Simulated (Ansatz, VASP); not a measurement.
**Nb in VASP and in Ansatz**

```
Nb
1.0
    -1.61403    1.61403    1.66395
     1.61403   -1.61403    1.66395
     1.61403    1.61403   -1.66395
Nb
1
Direct
  0.00000 0.00000 0.00000
```

Change from the starting cell: strain -0.030 along x and y, +0.000 along z, atoms carried along.

Alike in both runs: task single point; functional PBE; k mesh 20 × 20 × 20; occupations gaussian, width 0.15 eV; no spin polarisation.

|  | VASP | Ansatz |
| --- | --- | --- |
| version | VASP 6.6.1 | Ansatz 0.2.0 |
| potentials or method | VASP PAW PBE potentials, release 64 (Nb_sv), cutoff 520 eV | scalar-relativistic, plane waves, PAW |
| valence electrons in the cell | 13 | 13 |

|  | VASP | Ansatz | Ansatz less VASP |
| --- | --- | --- | --- |
| gap on the k mesh at the Fermi level (eV) | none | none | - |
| pressure (GPa) | 7.9 | 8.3 | +0.37 |
| traceless stress, the component that is largest in VASP (GPa) | -2.72 | -2.73 | -0.009 |

A gap of «none» marks a metal or a gap that the smearing closes.
